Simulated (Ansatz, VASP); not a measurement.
**Si in VASP and in Ansatz**

```
Si
1.0
     3.83132    0.00000    0.00000
    -1.91566    3.31802    0.00000
     0.00000    0.00000    6.33262
Si
4
Cartesian
  0.0000 1.9120 0.9990
  1.9157 1.1060 3.5653
  0.0000 2.2120 2.7673
  1.9157 1.1060 5.9336
```

Alike in both runs: task single point; functional LDA; k mesh 12 × 12 × 6; occupations gaussian, width 0.03 eV; no spin polarisation.

```csv
,VASP,Ansatz
version,VASP 6.6.1,Ansatz 0.2.0
potentials or method,"VASP PAW LDA potentials, release 64 (Si), cutoff 520 eV","scalar-relativistic, plane waves, PAW"
valence electrons in the cell,16,16
```

```csv
,VASP,Ansatz,Ansatz less VASP
gap on the k mesh at the Fermi level (eV),none,none,-
pressure (GPa),10.4,10.5,+0.08
"traceless stress, the component that is largest in VASP (GPa)",30.43,30.63,+0.205
rms of the force components (eV/Å),6.399,6.432,+0.0332
```

LDA's correlation is that of Perdew and Zunger in VASP and of Perdew and Wang (1992) in Ansatz. Atom by atom the forces differ by 0.034 eV/Å (rms over components). A gap of «none» marks a metal or a gap that the smearing closes.
